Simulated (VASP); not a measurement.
**Be2C: single point with PBE**

Crystal: Be2C.

```
C Be
1.0
     0.00000    2.16419    2.16419
     2.16419    0.00000    2.16419
     2.16419    2.16419    0.00000
C Be
1 2
Direct
  0.00000 0.00000 0.00000
  0.25000 0.25000 0.25000
  0.75000 0.75000 0.75000
```

| Property | Result |
| --- | --- |
| Program | VASP 6.6.1 |
| Task | single point |
| Functional | PBE |
| Potentials or basis | VASP PAW PBE potentials, release 64 (C, Be) |
| Cutoff | 600 eV |
| k mesh | 8 × 8 × 8 |
| Occupations | gaussian, width 0.01 eV |
| Spin | no spin polarisation |
| Dipole correction | no |
| Further INCAR settings | ALGO = Normal; EDIFF = 1e-06; NBANDS = 11 |

```json
{
  "Pressure": "0.3 GPa",
  "Band gap on the k mesh": "1.16 eV, indirect (least direct gap 4.13 eV)"
}
```

Levels at points of the mesh, in eV from the valence-band top:
| k point | band 2 | band 3 | band 4 | band 5 | band 6 | band 7 |
| --- | --- | --- | --- | --- | --- | --- |
| (0.00, 0.00, 0.00) | 0.00 | 0.00 | 0.00 | 4.13 | 4.13 | 4.13 |
| (0.50, 0.00, 0.00) | -8.73 | -1.83 | -1.83 | 5.01 | 5.01 | 7.01 |
| (0.50, 0.50, 0.00) | -6.78 | -4.73 | -4.73 | 1.16 | 5.73 | 13.25 |

It took 6 s on 1 thread of Intel(R) Xeon(R) 6975P-C (Granite Rapids), with other jobs on the host, peak memory 0.13 GiB.

A k mesh can miss the band edges. Expect the measured gap to be larger: semilocal functionals such as PBE lack the derivative discontinuity.
